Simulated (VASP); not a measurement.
# HfO2 (F-43m) in VASP: further runs

Runs on HfO2. Level: PBE. Tasks: single point, relaxation of cell and atoms.

All numbers are computed with VASP 6.6.1; they aren't measurements. Logs are shortened: lines on timing, memory, paths and dates and some standing lists are left out, and cuts for length are marked.

## 1. The cell of the first run

It takes space group F-43m (No. 216, cubic). The conventional cell has a = 5.051 Å, b = 5.051 Å, c = 5.051 Å, α = 90.00°, β = 90.00°, γ = 90.00°. Hf (site symmetry -43m) has 10 O at 2.19 to 2.53 Å within 2.9 Å. Within 2.9 Å of O (site symmetry -43m) lie 4 Hf at 2.19 Å and 4 O at 2.19 Å. Within 2.9 Å of O (site symmetry -43m) lie 4 O at 2.19 Å and 6 Hf at 2.53 Å.

## 2. Single point, PBE

INCAR reads:

```
SYSTEM = HfO2
PREC = Accurate ; ENCUT = 520
EDIFF = 1E-7 ; ISMEAR = 0
SIGMA = 0.1 ; LREAL = .False.
LASPH = .True. ; NELM = 60
ALGO = Normal ; ISIF = 2
LWAVE = .False. ; LCHARG = .False.
GGA = PE ; NBANDS = 18
```

KPOINTS reads:

```
Automatic mesh
0
Gamma
  6 6 6
  0 0 0
```

POSCAR reads:

```
HfO2
1.0
    0.0000000000      2.5253220209      2.5253220209
    2.5253220209      0.0000000000      2.5253220209
    2.5253220209      2.5253220209      0.0000000000
Hf O
1 2
Direct
    0.0000000000      0.0000000000      0.0000000000
    0.7500000000      0.7500000000      0.7500000000
    0.5000000000      0.5000000000      0.5000000000
```

Potentials or basis: VASP PAW PBE potentials, release 64 (Hf_pv, O).

On the command line:

```
cat potpaw_PBE.64/Hf_pv/POTCAR potpaw_PBE.64/O/POTCAR > POTCAR
mpirun -np 1 vasp_std > vasp.out
```

OUTCAR:

```text
SYSTEM = HfO2
   PREC = Accurate
   ENCUT = 520
   EDIFF = 1E-7
   ISMEAR = 0
   LREAL = .False.
   LASPH = .True.
   NELM = 60
   ISIF = 2
   GGA = PE

 ion  position               nearest neighbor table
   1  0.000  0.000  0.000-   2 2.19   2 2.19   2 2.19   2 2.19   3 2.53   3 2.53   3 2.53   3 2.53
                             3 2.53   3 2.53
   2  0.750  0.750  0.750-   1 2.19   1 2.19   1 2.19   1 2.19
   3  0.500  0.500  0.500-   1 2.53   1 2.53   1 2.53   1 2.53   1 2.53   1 2.53

  LATTYP: Found a face centered cubic cell.
 ALAT       =     5.0506440418

  Lattice vectors:

 A1 = (   0.0000000000,   2.5253220209,   2.5253220209)
 A2 = (   2.5253220209,   0.0000000000,   2.5253220209)
 A3 = (   2.5253220209,   2.5253220209,   0.0000000000)

Analysis of symmetry for initial positions (statically):
[... 5 lines left out ...]
 face centered cubic supercell.

 Subroutine GETGRP returns: Found 24 space group operations
 (whereof 24 operations were pure point group operations)
 out of a pool of 48 trial point group operations.

The static configuration has the point symmetry T_d .

Analysis of symmetry for dynamics (positions and initial velocities):
[... 5 lines left out ...]
 face centered cubic supercell.

 Subroutine GETGRP returns: Found 24 space group operations
 (whereof 24 operations were pure point group operations)
 out of a pool of 48 trial point group operations.

The dynamic configuration has the point symmetry T_d .

 Subroutine INISYM returns: Found 24 space group operations
 (whereof 24 operations are pure point group operations),
 and found     1 'primitive' translations

----------------------------------------------------------------------------------------

                                     Primitive cell

  volume of cell :      32.2092

  direct lattice vectors                    reciprocal lattice vectors
     0.000000000  2.525322021  2.525322021    -0.197994551  0.197994551  0.197994551
     2.525322021  0.000000000  2.525322021     0.197994551 -0.197994551  0.197994551
     2.525322021  2.525322021  0.000000000     0.197994551  0.197994551 -0.197994551

  length of vectors
     3.571344651  3.571344651  3.571344651     0.342936622  0.342936622  0.342936622

  position of ions in fractional coordinates (direct lattice)
     0.000000000  0.000000000  0.000000000
     0.750000000  0.750000000  0.750000000
     0.500000000  0.500000000  0.500000000

  ion indices of the primitive-cell ions
   primitive index   ion index
                 1           1
                 2           2
                 3           3

----------------------------------------------------------------------------------------

 KPOINTS: Automatic mesh

Automatic generation of k-mesh.
 Grid dimensions read from file:
 generate k-points for:    6    6    6

 Generating k-lattice:

  Cartesian coordinates                     Fractional coordinates (reciprocal lattice)
    -0.032999092  0.032999092  0.032999092     0.166666667  0.000000000  0.000000000
     0.032999092 -0.032999092  0.032999092     0.000000000  0.166666667  0.000000000
     0.032999092  0.032999092 -0.032999092     0.000000000  0.000000000  0.166666667

  Length of vectors
     0.057156104  0.057156104  0.057156104

  Shift w.r.t. Gamma in fractional coordinates (k-lattice)
     0.000000000  0.000000000  0.000000000

 Subroutine IBZKPT returns following result:
 ===========================================

 Found     16 irreducible k-points:

 Following reciprocal coordinates:
            Coordinates               Weight
  0.000000  0.000000  0.000000      1.000000
  0.166667  0.000000  0.000000      8.000000
  0.333333  0.000000  0.000000      8.000000
  0.500000  0.000000  0.000000      4.000000
  0.166667  0.166667  0.000000      6.000000
  0.333333  0.166667  0.000000     24.000000
[... 8 lines left out ...]
 -0.333333  0.333333  0.166667     24.000000
 -0.333333  0.500000  0.166667     12.000000
   k-points           NKPTS =     16   k-points in BZ     NKDIM =     16   number of bands    NBANDS=     18
   number of dos      NEDOS =    301   number of ions     NIONS =      3
   total plane-waves  NPLWV =  21952
   dimension x,y,z NGX =    28 NGY =   28 NGZ =   28
   dimension x,y,z NGXF=    56 NGYF=   56 NGZF=   56
   ions per type =               1   2
   NGX,Y,Z   is equivalent  to a cutoff of  13.03, 13.03, 13.03 a.u.
   NGXF,Y,Z  is equivalent  to a cutoff of  26.07, 26.07, 26.07 a.u.
 SYSTEM =  HfO2
   PREC   = accura    normal or accurate (medium, high low for compatibility)
   ISTART =      0    job   : 0-new  1-cont  2-samecut
   ICHARG =      2    charge: 1-file 2-atom 10-const
   ISPIN  =      1    spin polarized calculation?
   LNONCOLLINEAR =      F non collinear calculations
   LSORBIT =      F    spin-orbit coupling
   LASPH  =      T    aspherical Exc in radial PAW
   ENCUT  =  520.0 eV  38.22 Ry    6.18 a.u.   6.64  6.64  6.64*2*pi/ulx,y,z
   NELM   =     60;   NELMIN=  2; NELMDL= -5     # of ELM steps
   EDIFF  = 0.1E-06   stopping-criterion for ELM
   LREAL  =      F    real-space projection
   EDIFFG = 0.1E-05   stopping-criterion for IOM
   NSW    =      0    number of steps for IOM
   IBRION =     -1    ionic relax: 0-MD 1-quasi-New 2-CG
   NFREE  =      0    steps in history (QN), initial steepest desc. (CG)
   ISIF   =      2    stress and relaxation
   ISYM   =      2    0-nonsym 1-usesym 2-fastsym
   POTIM  = 0.5000    time-step for ionic-motion
   TEBEG  =    0.0;   TEEND  =   0.0 temperature during run
   PSTRESS=    0.0 pullay stress
   NELECT =      22.0000    total number of electrons
   NUPDOWN=      -1.0000    fix difference up-down
   EMIN   =  10.00;   EMAX   =-10.00  energy-range for DOS
   EFERMI =   0.00;   METHOD = LEGACY
   ISMEAR =     0;   SIGMA  =   0.10  broadening in eV -4-tet -1-fermi 0-gaus
   EFERMI_NEDOS =   21; number of points for ismear=-14 and -15
   IALGO  =     38    algorithm
   IMIX   =      4    mixing-type and parameters
     AMIX     =   0.40;   BMIX     =  1.00
     AMIX_MAG =   1.60;   BMIX_MAG =  1.00
  volume/ion in A,a.u.               =      10.74        72.45
  Fermi-wavevector in a.u.,A,eV,Ry     =   1.441747  2.724506 28.281526  2.078633
  Thomas-Fermi vector in A             =   2.560344
   LORBIT       =      0    0 simple, 1 ext, 2 COOP (PROOUT), +10 PAW based schemes
   GGA     = PE    functional components
   LHFCALC =     F    Hartree Fock is set to
   AEXX    =    0.0000 exact exchange contribution
   IVDW    =     0    specifies the selected vdW correction
   LEPSILON=     F    determine dielectric tensor
   LRPA    =     F    only Hartree local field effects (RPA)
 non-spin polarized calculation
 Gauss-broadening in eV      SIGMA  =   0.10
  energy-cutoff  :      520.00
  volume of cell :       32.21
 maximum number of plane-waves:       893
 NGX is ok and might be reduce to    28
   NGX = 13   NGY = 13   NGZ = 13

 number of electron      21.9999993 magnetization

 Free energy of the ion-electron system (eV)
  ---------------------------------------------------
  ext. energy  EPLUGINS =         0.00000000
  ---------------------------------------------------
  free energy    TOTEN  =       -26.56515003 eV

  energy without entropy =      -26.56515003  energy(sigma->0) =      -26.56515003

 E-fermi :   5.6265     XC(G=0): -12.1299

 val. band max:        5.1397165919   @ k =  -0.3333   0.5000   0.1667
 cond. band min:       7.4191664647   @ k =   0.5000   0.5000   0.0000
 fundamental gap:      2.2794498727
 Fermi energy:         5.6264959389

 k-point     1 :       0.0000    0.0000    0.0000
  band No.  band energies     occupation
      1     -25.3558      2.00000
      2     -25.3558      2.00000
      3     -25.3558      2.00000
      4     -14.5257      2.00000
      5      -9.6755      2.00000
      6       0.3510      2.00000
[... 10 lines left out ...]
     17      11.8945      0.00000
     18      17.8077      0.00000

 k-point     2 :       0.1667    0.0000    0.0000
  band No.  band energies     occupation
      1     -25.4544      2.00000
      2     -25.3655      2.00000
      3     -25.3655      2.00000
      4     -14.1980      2.00000
      5      -9.9940      2.00000
      6       0.2507      2.00000
[... 10 lines left out ...]
     17      11.7861      0.00000
     18      17.8071      0.00000

 k-point     3 :       0.3333    0.0000    0.0000
  band No.  band energies     occupation
      1     -25.6424      2.00000
      2     -25.3848      2.00000
      3     -25.3848      2.00000
      4     -13.4475      2.00000
      5     -10.6829      2.00000
      6      -0.1065      2.00000
[... 10 lines left out ...]
     17      12.6284      0.00000
     18      17.7995      0.00000

 k-point     4 :       0.5000    0.0000    0.0000
  band No.  band energies     occupation
      1     -25.7323      2.00000
      2     -25.3943      2.00000
      3     -25.3943      2.00000
      4     -12.9540      2.00000
      5     -11.1286      2.00000
      6      -0.2475      2.00000
[... 10 lines left out ...]
     17      14.7406      0.00000
     18      16.3169      0.00000

 k-point     5 :       0.1667    0.1667    0.0000
  band No.  band energies     occupation
      1     -25.4559      2.00000
      2     -25.3832      2.00000
      3     -25.3832      2.00000
      4     -14.0991      2.00000
      5     -10.1117      2.00000
      6       0.2233      2.00000
[... 10 lines left out ...]
     17      11.5626      0.00000
     18      17.8067      0.00000

 k-point     6 :       0.3333    0.1667    0.0000
  band No.  band energies     occupation
      1     -25.5916      2.00000
      2     -25.4096      2.00000
      3     -25.4066      2.00000
      4     -13.5077      2.00000
      5     -10.6866      2.00000
      6      -0.3244      2.00000
[... 139 lines left out ...]
 k-point    13 :       0.5000    0.5000    0.0000
  band No.  band energies     occupation
      1     -25.7079      2.00000
      2     -25.4652      2.00000
      3     -25.4652      2.00000
      4     -12.3593      2.00000
      5     -11.9947      2.00000
      6       0.3806      2.00000
[... 10 lines left out ...]
     17      14.5908      0.00000
     18      16.9144      0.00000

 k-point    14 :       0.5000    0.3333    0.1667
  band No.  band energies     occupation
      1     -25.6438      2.00000
      2     -25.4821      2.00000
      3     -25.4229      2.00000
      4     -12.9665      2.00000
      5     -11.2227      2.00000
      6      -0.7588      2.00000
[... 10 lines left out ...]
     17      13.9362      0.00000
     18      17.7845      0.00000

 k-point    15 :      -0.3333    0.3333    0.1667
  band No.  band energies     occupation
      1     -25.6589      2.00000
      2     -25.5189      2.00000
      3     -25.4409      2.00000
      4     -12.5846      2.00000
      5     -11.5823      2.00000
      6      -0.9502      2.00000
[... 10 lines left out ...]
     17      14.8910      0.00000
     18      17.4433      0.00000

 k-point    16 :      -0.3333    0.5000    0.1667
  band No.  band energies     occupation
      1     -25.6649      2.00000
      2     -25.5098      2.00000
      3     -25.4724      2.00000
      4     -12.3602      2.00000
      5     -11.8796      2.00000
      6      -0.6291      2.00000
[... 10 lines left out ...]
     17      14.9106      0.00000
     18      17.1157      0.00000

------------------------ aborting loop because EDIFF is reached ----------------------------------------

  FORCE on cell =-STRESS in cart. coord.  units (eV):
  Direction    XX          YY          ZZ          XY          YZ          ZX
  --------------------------------------------------------------------------------------
  -------------------------------------------------------------------------------------
  Total       -0.5645367     -0.5645367     -0.5645367     -0.0000000      0.0000000      0.0000000
  in kB      -28.0816421    -28.0816421    -28.0816421     -0.0000000      0.0000000      0.0000000
  external PRESSURE =     -28.0816421 kB  Pullay stress =       0.0000000 kB

 VOLUME and BASIS-vectors are now :
 -----------------------------------------------------------------------------
  energy-cutoff  :      520.00
  volume of cell :       32.21
      direct lattice vectors                 reciprocal lattice vectors
     0.000000000  2.525322021  2.525322021    -0.197994551  0.197994551  0.197994551
     2.525322021  0.000000000  2.525322021     0.197994551 -0.197994551  0.197994551
     2.525322021  2.525322021  0.000000000     0.197994551  0.197994551 -0.197994551

 POSITION                                       TOTAL-FORCE (eV/Angst)
 -----------------------------------------------------------------------------------
      0.00000      0.00000      0.00000         0.000000     -0.000000     -0.000000
      3.78798      3.78798      3.78798        -0.000000     -0.000000     -0.000000
      2.52532      2.52532      2.52532         0.000000      0.000000      0.000000
 -----------------------------------------------------------------------------------
    total drift:                                0.000000      0.000000      0.000000

  FREE ENERGIE OF THE ION-ELECTRON SYSTEM (eV)
  ---------------------------------------------------
  free  energy   TOTEN  =       -26.5651500322 eV

  energy  without entropy=      -26.5651500322  energy(sigma->0) =      -26.56515003
```

Wall time 9.2 s (1 thread of AMD EPYC 7R13 (Zen 3), shared host); peak memory 0.13 GiB.

Results:

```yaml
Free_energy: -26.5652 eV
Pressure: -2.8 GPa
Band_gap_on_the_k_mesh: 2.28 eV, indirect (least direct gap 2.29 eV)
```

Caveat: spin-orbit coupling is left out, which moves the levels of the heavy elements.

## 3. Single point, PBE

This run uses another cell than the first one, of 12.56 Å³/atom, 1.170 times its volume.

INCAR reads:

```
PREC = Accurate ; ENCUT = 520
EDIFF = 1E-6 ; ISMEAR = 0
SIGMA = 0.1 ; LREAL = F
LASPH = T ; NELM = 100
ALGO = Normal ; ISIF = 2
LWAVE = F ; LCHARG = T
GGA = PE ; LELF = T
LVHAR = T ; NBANDS = 18
```

KPOINTS reads:

```
Automatic mesh
0
Gamma
  6 6 6
```

POSCAR reads:

```
HfO2
1.0
    0.0000000000      2.6606430800      2.6606430800
    2.6606430800      0.0000000000      2.6606430800
    2.6606430800      2.6606430800      0.0000000000
Hf O
1 2
Direct
    0.0000000000      0.0000000000      0.0000000000
    0.7500000000      0.7500000000      0.7500000000
    0.5000000000      0.5000000000      0.5000000000
```

Potentials or basis: VASP PAW PBE potentials, release 64 (Hf_pv, O).

On the command line:

```
cat potpaw_PBE.64/Hf_pv/POTCAR potpaw_PBE.64/O/POTCAR > POTCAR
mpirun -np 1 vasp_std > vasp.out
```

Wall time 9.7 s (1 thread of AMD EPYC 7R13 (Zen 3), shared host); peak memory 0.13 GiB.

It converged, with:

```
Free energy            : -25.9976 eV
Pressure               : -27.3 GPa
Band gap on the k mesh : 1.70 eV, indirect (least direct gap 1.94 eV)
```

Levels at points of the mesh, in eV from the valence-band top:
| k point | band 7 | band 8 | band 9 | band 10 | band 11 | band 12 | band 13 | band 14 | band 15 | band 16 |
| --- | --- | --- | --- | --- | --- | --- | --- | --- | --- | --- |
| (0.00, 0.00, 0.00) | -4.04 | -4.04 | -1.39 | -1.39 | -1.39 | 1.70 | 2.65 | 2.65 | 5.57 | 5.57 |
| (0.50, 0.00, 0.00) | -4.52 | -4.52 | -0.92 | -0.92 | -0.29 | 2.84 | 4.63 | 4.63 | 5.29 | 5.29 |
| (0.50, 0.50, 0.00) | -4.14 | -3.34 | -2.55 | 0.00 | 0.00 | 1.94 | 3.77 | 3.86 | 5.02 | 5.02 |

Caveat: spin-orbit coupling is left out, which moves the levels of the heavy elements. A k mesh can miss the band edges.

## 4. Single point, PBE

INCAR reads:

```
ALGO     = Normal         # electronic algorithm
EDIFF    = 1E-6           # SCF threshold, eV
ENCUT    = 520            # plane-wave cutoff, eV
GGA      = PE             # functional
ISIF     = 2              # what is computed and relaxed
ISMEAR   = 0              # smearing method
LASPH    = T              # aspherical terms in the spheres
LCHARG   = F              # write CHGCAR
LREAL    = F              # projectors in reciprocal space
LWAVE    = F              # write WAVECAR
NBANDS   = 18             # bands
NELM     = 60             # most SCF steps
PREC     = Accurate       # precision mode
SIGMA    = 0.02           # smearing width, eV
```

KPOINTS reads:

```
k-points
0
Gamma
  10 10 10
```

POSCAR reads:

```
HfO2
1.0
    0.0000000000      2.5253220209      2.5253220209
    2.5253220209      0.0000000000      2.5253220209
    2.5253220209      2.5253220209      0.0000000000
Hf O
1 2
Direct
    0.0000000000      0.0000000000      0.0000000000
    0.2500000000      0.2500000000      0.2500000000
    0.5000000000      0.5000000000      0.5000000000
```

Potentials or basis: VASP PAW PBE potentials, release 64 (Hf_pv, O).

On the command line:

```
cat potpaw_PBE.64/Hf_pv/POTCAR potpaw_PBE.64/O/POTCAR > POTCAR
mpirun -np 1 vasp_std > vasp.out
```

OUTCAR:

```text
EDIFF = 1E-6
   ENCUT = 520
   GGA = PE
   ISIF = 2
   ISMEAR = 0
   LASPH = T
   LREAL = F
   NELM = 60
   PREC = Accurate

 ion  position               nearest neighbor table
   1  0.000  0.000  0.000-   2 2.19   2 2.19   2 2.19   2 2.19   3 2.53   3 2.53   3 2.53   3 2.53
                             3 2.53   3 2.53
   2  0.250  0.250  0.250-   1 2.19   1 2.19   1 2.19   1 2.19
   3  0.500  0.500  0.500-   1 2.53   1 2.53   1 2.53   1 2.53   1 2.53   1 2.53

  LATTYP: Found a face centered cubic cell.
[... 698 lines left out ...]

  FORCE on cell =-STRESS in cart. coord.  units (eV):
  Direction    XX          YY          ZZ          XY          YZ          ZX
  --------------------------------------------------------------------------------------
  -------------------------------------------------------------------------------------
  Total       -0.5643237     -0.5643237     -0.5643237     -0.0000000     -0.0000000     -0.0000000
  in kB      -28.0710432    -28.0710432    -28.0710432     -0.0000000     -0.0000000     -0.0000000
  external PRESSURE =     -28.0710432 kB  Pullay stress =       0.0000000 kB

 VOLUME and BASIS-vectors are now :
 -----------------------------------------------------------------------------
  energy-cutoff  :      520.00
  volume of cell :       32.21
      direct lattice vectors                 reciprocal lattice vectors
     0.000000000  2.525322021  2.525322021    -0.197994551  0.197994551  0.197994551
     2.525322021  0.000000000  2.525322021     0.197994551 -0.197994551  0.197994551
     2.525322021  2.525322021  0.000000000     0.197994551  0.197994551 -0.197994551

 POSITION                                       TOTAL-FORCE (eV/Angst)
 -----------------------------------------------------------------------------------
      0.00000      0.00000      0.00000        -0.000000      0.000000      0.000000
      1.26266      1.26266      1.26266         0.000000      0.000000     -0.000000
      2.52532      2.52532      2.52532        -0.000000     -0.000000     -0.000000
 -----------------------------------------------------------------------------------
    total drift:                               -0.000000     -0.000000     -0.000000

  FREE ENERGIE OF THE ION-ELECTRON SYSTEM (eV)
  ---------------------------------------------------
  free  energy   TOTEN  =       -26.5654875757 eV

  energy  without entropy=      -26.5654875757  energy(sigma->0) =      -26.56548758
```

Wall time 20 s (1 thread of AMD EPYC 7R13 (Zen 3), shared host); peak memory 0.14 GiB.

What came out:

| Property | Result |
| --- | --- |
| Free energy | -26.5655 eV |
| Pressure | -2.8 GPa |
| Band gap on the k mesh | 2.28 eV, indirect (least direct gap 2.29 eV) |

Caveat: spin-orbit coupling is left out, which moves the levels of the heavy elements. As with any semilocal functional, this PBE gap is likely too small.

(Continued in part 2 of 2.)
